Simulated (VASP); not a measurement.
# CrO2 (P4_2/mnm) in VASP: single point with PBE

Aim: the single point of CrO2 with PBE.

Everything below comes from runs of VASP 6.6.1. Logs are shortened: lines on timing, memory, paths and dates and some standing lists are left out, and cuts for length are marked.

## 1. The cell of the first run

The structure is tetragonal, space group P4_2/mnm (No. 136). Conventional cell: a = 4.444 Å, b = 4.444 Å, c = 2.922 Å, α = 90.00°, β = 90.00°, γ = 90.00°. Cr (site symmetry mmm) has 6 O at 1.91 Å within 2.5 Å. Within 2.5 Å of O (site symmetry m2m) lie 3 Cr at 1.91 Å and 1 O at 2.47 Å.

## 2. Single point, PBE, collinear spin, ferromagnetic start

Input file INCAR:

```
PREC     = Accurate       # precision mode
ENCUT    = 700            # plane-wave cutoff, eV
EDIFF    = 1E-6           # SCF threshold, eV
ISMEAR   = 0              # smearing method
SIGMA    = 0.05           # smearing width, eV
LREAL    = F              # projectors in reciprocal space
LASPH    = T              # aspherical terms in the spheres
NELM     = 200            # most SCF steps
ALGO     = Normal         # electronic algorithm
ISIF     = 2              # what is computed and relaxed
LWAVE    = F              # write WAVECAR
LCHARG   = F              # write CHGCAR
ISPIN    = 2              # spin polarisation
MAGMOM   = 2 2 0 0 0 0    # initial moments
LORBIT   = 11             # projections on sites
LMAXMIX  = 4              # l up to which the mixer works
GGA      = PE             # functional
NBANDS   = 39             # bands
GGA_COMPAT= F
```

Input file KPOINTS:

```
Automatic mesh
0
Gamma
  6 6 10
```

Input file POSCAR:

```
CrO2
1.0
    4.4439090495      0.0000000000      0.0000000000
    0.0000000000      4.4439090495      0.0000000000
    0.0000000000      0.0000000000      2.9217460473
Cr O
2 4
Direct
    0.0000000000      0.0000000000      0.0000000000
    0.5000000000      0.5000000000      0.5000000000
    0.3036626110      0.3036626110      0.0000000000
    0.1963373890      0.8036626110      0.5000000000
    0.6963373890      0.6963373890      0.0000000000
    0.8036626110      0.1963373890      0.5000000000
```

Potentials or basis: VASP PAW PBE potentials, release 64 (Cr_sv, O).

On the command line:

```
$ cat potpaw_PBE.64/Cr_sv/POTCAR potpaw_PBE.64/O/POTCAR > POTCAR
$ mpirun -np 1 vasp_std > vasp.out
```

OUTCAR:

```text
PREC = Accurate
   ENCUT = 700
   EDIFF = 1E-6
   ISMEAR = 0
   LREAL = F
   LASPH = T
   NELM = 200
   ISIF = 2
   ISPIN = 2
   LORBIT = 11
   GGA = PE

 ion  position               nearest neighbor table
   1  0.000  0.000  0.000-   3 1.91   5 1.91   4 1.91   6 1.91   4 1.91   6 1.91
   2  0.500  0.500  0.500-   4 1.91   6 1.91   5 1.91   3 1.91   3 1.91   5 1.91
   3  0.304  0.304  0.000-   1 1.91   2 1.91   2 1.91
   4  0.196  0.804  0.500-   2 1.91   1 1.91   1 1.91
   5  0.696  0.696  0.000-   1 1.91   2 1.91   2 1.91
   6  0.804  0.196  0.500-   2 1.91   1 1.91   1 1.91

  LATTYP: Found a simple tetragonal cell.
 ALAT       =     4.4439090495
 C/A-ratio  =     0.6574720623

  Lattice vectors:

 A1 = (   4.4439090495,   0.0000000000,   0.0000000000)
 A2 = (   0.0000000000,   4.4439090495,   0.0000000000)
 A3 = (   0.0000000000,   0.0000000000,   2.9217460473)

Analysis of symmetry for initial positions (statically):
=====================================================================
 Subroutine PRICEL returns:
 Original cell was already a primitive cell.

 Routine SETGRP: Setting up the symmetry group for a
 simple tetragonal supercell.

 Subroutine GETGRP returns: Found 16 space group operations
 (whereof  8 operations were pure point group operations)
 out of a pool of 16 trial point group operations.

The static configuration has the point symmetry D_2h.
 The point group associated with its full space group is D_4h.

Analysis of symmetry for dynamics (positions and initial velocities):
=====================================================================
 Subroutine PRICEL returns:
 Original cell was already a primitive cell.

 Routine SETGRP: Setting up the symmetry group for a
 simple tetragonal supercell.

 Subroutine GETGRP returns: Found 16 space group operations
 (whereof  8 operations were pure point group operations)
 out of a pool of 16 trial point group operations.

The dynamic configuration has the point symmetry D_2h.
 The point group associated with its full space group is D_4h.

Analysis of structural, dynamic, and magnetic symmetry:
=====================================================================
 Subroutine PRICEL returns:
 Original cell was already a primitive cell.

 Routine SETGRP: Setting up the symmetry group for a
 simple tetragonal supercell.

 Subroutine GETGRP returns: Found 16 space group operations
 (whereof  8 operations were pure point group operations)
 out of a pool of 16 trial point group operations.

The overall configuration has the point symmetry D_2h.
 The point group associated with its full space group is D_4h.

 Subroutine INISYM returns: Found 16 space group operations
 (whereof  8 operations are pure point group operations),
 and found     1 'primitive' translations

----------------------------------------------------------------------------------------

                                     Primitive cell

  volume of cell :      57.6996

  direct lattice vectors                    reciprocal lattice vectors
     4.443909050  0.000000000  0.000000000     0.225027108  0.000000000  0.000000000
     0.000000000  4.443909050  0.000000000     0.000000000  0.225027108  0.000000000
     0.000000000  0.000000000  2.921746047     0.000000000  0.000000000  0.342261095

  length of vectors
     4.443909050  4.443909050  2.921746047     0.225027108  0.225027108  0.342261095

  position of ions in fractional coordinates (direct lattice)
     0.000000000  0.000000000  0.000000000
     0.500000000  0.500000000  0.500000000
     0.303662611  0.303662611  0.000000000
     0.196337389  0.803662611  0.500000000
     0.696337389  0.696337389  0.000000000
     0.803662611  0.196337389  0.500000000

  ion indices of the primitive-cell ions
   primitive index   ion index
                 1           1
                 2           2
                 3           3
                 4           4
                 5           5
                 6           6

[... 31 lines left out ...]
  0.500000  0.000000  0.000000      2.000000
  0.166667  0.166667  0.000000      4.000000
  0.333333  0.166667  0.000000      8.000000
[... 16 lines left out ...]
  0.333333  0.000000  0.200000      8.000000
  0.500000  0.000000  0.200000      4.000000
 [... further k-points ...]
   k-points           NKPTS =     60   k-points in BZ     NKDIM =     60   number of bands    NBANDS=     39
   number of dos      NEDOS =    301   number of ions     NIONS =      6
   total plane-waves  NPLWV =  44800
   dimension x,y,z NGX =    40 NGY =   40 NGZ =   28
   dimension x,y,z NGXF=    80 NGYF=   80 NGZF=   56
   ions per type =               2   4
   NGX,Y,Z   is equivalent  to a cutoff of  14.96, 14.96, 15.93 a.u.
   NGXF,Y,Z  is equivalent  to a cutoff of  29.93, 29.93, 31.86 a.u.
 SYSTEM =  unknown system
   PREC   = accura    normal or accurate (medium, high low for compatibility)
   ISTART =      0    job   : 0-new  1-cont  2-samecut
   ICHARG =      2    charge: 1-file 2-atom 10-const
   ISPIN  =      2    spin polarized calculation?
   LNONCOLLINEAR =      F non collinear calculations
   LSORBIT =      F    spin-orbit coupling
   LASPH  =      T    aspherical Exc in radial PAW
   ENCUT  =  700.0 eV  51.45 Ry    7.17 a.u.   9.59  9.59  6.30*2*pi/ulx,y,z
   NELM   =    200;   NELMIN=  2; NELMDL= -5     # of ELM steps
   EDIFF  = 0.1E-05   stopping-criterion for ELM
   LREAL  =      F    real-space projection
   EDIFFG = 0.1E-04   stopping-criterion for IOM
   NSW    =      0    number of steps for IOM
   IBRION =     -1    ionic relax: 0-MD 1-quasi-New 2-CG
   NFREE  =      0    steps in history (QN), initial steepest desc. (CG)
   ISIF   =      2    stress and relaxation
   ISYM   =      2    0-nonsym 1-usesym 2-fastsym
   POTIM  = 0.5000    time-step for ionic-motion
   TEBEG  =    0.0;   TEEND  =   0.0 temperature during run
   PSTRESS=    0.0 pullay stress
   NELECT =      52.0000    total number of electrons
   NUPDOWN=      -1.0000    fix difference up-down
   EMIN   =  10.00;   EMAX   =-10.00  energy-range for DOS
   EFERMI =   0.00;   METHOD = LEGACY
   ISMEAR =     0;   SIGMA  =   0.05  broadening in eV -4-tet -1-fermi 0-gaus
   EFERMI_NEDOS =   21; number of points for ismear=-14 and -15
   IALGO  =     38    algorithm
   IMIX   =      4    mixing-type and parameters
     AMIX     =   0.40;   BMIX     =  1.00
     AMIX_MAG =   1.60;   BMIX_MAG =  1.00
  volume/ion in A,a.u.               =       9.62        64.90
  Fermi-wavevector in a.u.,A,eV,Ry     =   1.581315  2.988252 34.022139  2.500557
  Thomas-Fermi vector in A             =   2.681409
   LORBIT       =     11    0 simple, 1 ext, 2 COOP (PROOUT), +10 PAW based schemes
   GGA     = PE    functional components
   LHFCALC =     F    Hartree Fock is set to
   AEXX    =    0.0000 exact exchange contribution
   IVDW    =     0    specifies the selected vdW correction
   LEPSILON=     F    determine dielectric tensor
   LRPA    =     F    only Hartree local field effects (RPA)
 spin polarized calculation
 Gauss-broadening in eV      SIGMA  =   0.05
  energy-cutoff  :      700.00
  volume of cell :       57.70
 maximum number of plane-waves:      2464
 NGX is ok and might be reduce to    40
   NGX = 19   NGY = 19   NGZ = 13

 number of electron      51.9999977 magnetization       4.0000298

 Free energy of the ion-electron system (eV)
  ---------------------------------------------------
  ext. energy  EPLUGINS =         0.00000000
  ---------------------------------------------------
  free energy    TOTEN  =       -50.74867985 eV

  energy without entropy =      -50.74769942  energy(sigma->0) =      -50.74818963

 E-fermi :   6.7472     XC(G=0): -11.8607

 val. band max:        6.7367349249   @ k =   0.0000   0.0000   0.5000
 cond. band min:       6.7527087162   @ k =   0.5000   0.5000   0.4000
 fundamental gap:      0.0159737912
 Fermi energy:         6.7472263365

 spin component 1

 k-point     1 :       0.0000    0.0000    0.0000
  band No.  band energies     occupation
      1     -66.7222      1.00000
      2     -66.7170      1.00000
      3     -38.0923      1.00000
      4     -38.0923      1.00000
      5     -37.9739      1.00000
      6     -37.9739      1.00000
[... 973 lines left out ...]
     37      20.2777      0.00000
     38      20.2777      0.00000

 [... further k-points ...]

 spin component 2

 k-point     1 :       0.0000    0.0000    0.0000
  band No.  band energies     occupation
      1     -64.4615      1.00000
      2     -64.4555      1.00000
      3     -36.0772      1.00000
      4     -36.0772      1.00000
      5     -35.7244      1.00000
      6     -35.7244      1.00000
[... 973 lines left out ...]
     37      20.7772      0.00000
     38      20.7772      0.00000

 [... further k-points ...]

 [bands above 38 left out]

------------------------ aborting loop because EDIFF is reached ----------------------------------------

  FORCE on cell =-STRESS in cart. coord.  units (eV):
  Direction    XX          YY          ZZ          XY          YZ          ZX
  --------------------------------------------------------------------------------------
  -------------------------------------------------------------------------------------
  Total       -0.3266127     -0.3266127     -0.3077305      0.0000000      0.0000000      0.0000000
  in kB       -9.0692400     -9.0692400     -8.5449269      0.0000000      0.0000000      0.0000000
  external PRESSURE =      -8.8944690 kB  Pullay stress =       0.0000000 kB

 VOLUME and BASIS-vectors are now :
 -----------------------------------------------------------------------------
  energy-cutoff  :      700.00
  volume of cell :       57.70
      direct lattice vectors                 reciprocal lattice vectors
     4.443909050  0.000000000  0.000000000     0.225027108  0.000000000  0.000000000
     0.000000000  4.443909050  0.000000000     0.000000000  0.225027108  0.000000000
     0.000000000  0.000000000  2.921746047     0.000000000  0.000000000  0.342261095

 POSITION                                       TOTAL-FORCE (eV/Angst)
 -----------------------------------------------------------------------------------
      0.00000      0.00000      0.00000        -0.000000     -0.000000      0.000000
      2.22195      2.22195      1.46087        -0.000000     -0.000000      0.000000
      1.34945      1.34945      0.00000        -0.003194     -0.003194     -0.000000
      0.87251      3.57140      1.46087         0.003194     -0.003194     -0.000000
      3.09446      3.09446      0.00000         0.003194      0.003194      0.000000
      3.57140      0.87251      1.46087        -0.003194      0.003194      0.000000
 -----------------------------------------------------------------------------------
    total drift:                               -0.000000      0.000000     -0.000000

  FREE ENERGIE OF THE ION-ELECTRON SYSTEM (eV)
  ---------------------------------------------------
  free  energy   TOTEN  =       -50.7486798504 eV

  energy  without entropy=      -50.7476994165  energy(sigma->0) =      -50.74818963

 total charge

# of ion       s       p       d       tot
------------------------------------------
    1        2.152   6.050   3.360  11.562
    2        2.152   6.050   3.360  11.562
    3        1.567   3.465   0.000   5.032
    4        1.567   3.465   0.000   5.032
    5        1.567   3.465   0.000   5.032
    6        1.567   3.465   0.000   5.032
--------------------------------------------------
tot         10.574  25.961   6.720  43.255

 magnetization (x)

# of ion       s       p       d       tot
------------------------------------------
    1        0.012   0.012   1.930   1.954
    2        0.012   0.012   1.930   1.954
    3       -0.003  -0.074   0.000  -0.077
    4       -0.003  -0.074   0.000  -0.077
    5       -0.003  -0.074   0.000  -0.077
    6       -0.003  -0.074   0.000  -0.077
--------------------------------------------------
tot          0.014  -0.271   3.859   3.602
```

It took 6.6 min on 1 thread of Intel Xeon Platinum 8488C (Sapphire Rapids), shared host; peak memory 0.43 GiB.

Results:

* Free energy: -50.7487 eV
* Pressure: -0.9 GPa
* Largest force: 0.005 eV/Å
* Band gap on the k mesh: zero (filled and empty bands overlap)
* Net moment: 4.00 μB per cell
* Site moments: Cr +1.95; O -0.08 μB
* Valence electrons inside the program's atomic spheres: Cr 11.56; O 5.03

Forces on the atoms (eV/Å):
```
Cr   0.000  0.000  0.000
Cr   0.000  0.000  0.000
O   -0.003 -0.003  0.000
O    0.003 -0.003  0.000
O    0.003  0.003  0.000
O   -0.003  0.003  0.000
```

Caveat: semilocal functionals often make such compounds metallic where correlation or magnetic order opens a gap, which also shifts bond lengths; the run started ferromagnetic, and an antiferromagnetic order may lie lower in energy.
